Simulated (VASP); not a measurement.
Crystal: SiF.

```xyz
2
Lattice="1.5663 0.9043 2.5807 -1.5663 0.9043 2.5807 0.0000 -1.8087 2.5807" Properties=species:S:1:pos:R:3 pbc="T T T"
Si    0.0000    0.0000    3.8710
F     0.0000    0.0000    0.0000
```

| Quantity | Value |
| --- | --- |
| Program | VASP 6.6.1 |
| Task | relaxation of cell and atoms |
| Functional | PBE |
| Potentials or basis | VASP PAW PBE potentials, release 64 (Si, F) |
| Cutoff | 600 eV |
| k mesh | 6 × 6 × 6 |
| Occupations | gaussian, width 0.1 eV |
| Spin | no spin polarisation |

At the start: pressure 54.4 GPa; volume 10.97 Å³/atom.

Question: How do energy, volume and symmetry change on relaxing?

Answer: Over 24 steps the energy falls by 1009.6 meV/atom and the volume is 11.51 Å³/atom (+4.9 %); space group R-3m (No. 166, to 0.05 Å).

The path:
```csv
step,energy change (eV),largest force (eV/Å),pressure (GPa),volume (Å³)
1,0.0000,0.0000,54.39,21.93
2,-1.0600,0.0000,-8.69,36.00
3,-1.1944,0.0000,0.88,31.06
4,-1.1953,0.0000,-0.14,31.45
5,-1.1976,0.0000,-0.13,31.45
6,-1.2084,0.0000,-0.28,31.43
7,-1.2412,0.0000,-0.79,31.37
8,-1.3591,0.0000,-2.85,31.11
9,-1.6021,0.0000,-11.38,30.08
10,-0.6828,0.0000,-34.12,26.41
11,-1.6239,0.0000,-12.78,29.93
12,-1.6420,0.0000,-14.29,29.75
13,-1.6367,0.0000,-13.79,29.81
14,-1.6567,0.0000,-13.21,29.57
15,-1.7108,0.0000,-11.37,28.87
16,-1.7914,0.0000,-7.20,27.50
17,-1.8293,0.0000,3.59,24.89
18,-1.8366,0.0000,-0.06,25.65
19,-1.8765,0.0000,0.10,25.25
20,-1.9742,0.0000,0.82,24.05
21,-1.9794,0.0000,4.30,21.66
22,-2.0160,0.0000,2.03,22.91
23,-2.0167,0.0000,2.27,22.73
24,-2.0193,0.0000,0.26,23.01
```

Final structure:
```
Si F
1.0
     1.33802    0.77250    3.71098
    -1.33802    0.77250    3.71098
     0.00000   -1.54501    3.71098
Si F
1 1
Direct
  0.50000 0.50000 0.50000
  0.00000 0.00000 0.00000
```

Caveat: the k points lie up to 0.46 Å⁻¹ apart in the final cell; an odd number of electrons without spin polarisation forces a metal; a magnetic or distorted state may lie lower.
